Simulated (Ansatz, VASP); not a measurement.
## C: VASP beside Ansatz

File INCAR:

```
ALGO = Normal ; EDIFF = 1E-7
ENCUT = 520 ; GGA = PE
ISIF = 2 ; ISMEAR = -1
LASPH = True ; LCHARG = True
LELF = True ; LREAL = False
LVHAR = True ; LWAVE = False
NBANDS = 11 ; NELM = 60
PREC = Accurate ; SIGMA = 0.05
```

Contents of KPOINTS:

```
k-points
0
Gamma
  18 18 18
```

File POSCAR:

```
C
1.0
    0.0000000000      2.0835796532      3.2796542920
    1.2029317415      0.0000000000      3.2796542920
    1.2029317415      2.0835796532      0.0000000000
C
2
Direct
    0.1666700000      0.8333300000      0.1666700000
    0.8333300000      0.1666700000      0.8333300000
```

Input for Ansatz:

```yaml
crystal:
  lattice:
    - [0.0, 2.0835796532, 3.279654292]
    - [1.2029317415, 0.0, 3.279654292]
    - [1.2029317415, 2.0835796532, 0.0]
  atoms:
    - { symbol: C, position: [0.16667, 0.83333, 0.16667] }
    - { symbol: C, position: [0.83333, 0.16667, 0.83333] }
kpoints:
  mp_grid: { grid: [18, 18, 18] }
  band_path:
    path:
      - [0.0, 0.0, 0.0]
      - [0.5, 0.0, 0.5]
      - [1.0, 0.5, 0.5]
      - [0.5, 0.5, 0.0]
      - [0.0, 0.0, 0.0]
      - [0.0, 0.3669630913, 0.3669630913]
      - [1.0, 0.6330369087, 0.6330369087]
      - [1.0, 0.5, 0.5]
      - [0.5, 0.0, 0.5]
    npoints: 5
scf:
  occupations: { method: fermi_dirac, width: 0.05 }
hamiltonian:
  xc: pbe
  pseudopotentials: { kind: all_electron, lapw: { basis_error: 0.00025 } }
output:
  forces: true
  stress: true
  eigenvalues: true
```

Change from the starting cell: volume scaled by 0.94.

Alike in both runs: task single point; functional PBE; k mesh 18 × 18 × 18; occupations fermi-dirac, width 0.05 eV; no spin polarisation.

```csv
,VASP,Ansatz
version,VASP 6.6.1,Ansatz 0.2.0
potentials or method,"VASP PAW PBE potentials, release 64 (C), cutoff 520 eV","all-electron LAPW, scalar-relativistic"
```

```tsv
	VASP	Ansatz	Ansatz less VASP
pressure (GPa)	25.1	24.6	-0.58
traceless stress, the component that is largest in VASP (GPa)	-20.23	-19.56	+0.671
```

Ansatz ran all-electron here, and VASP with PAW potentials.
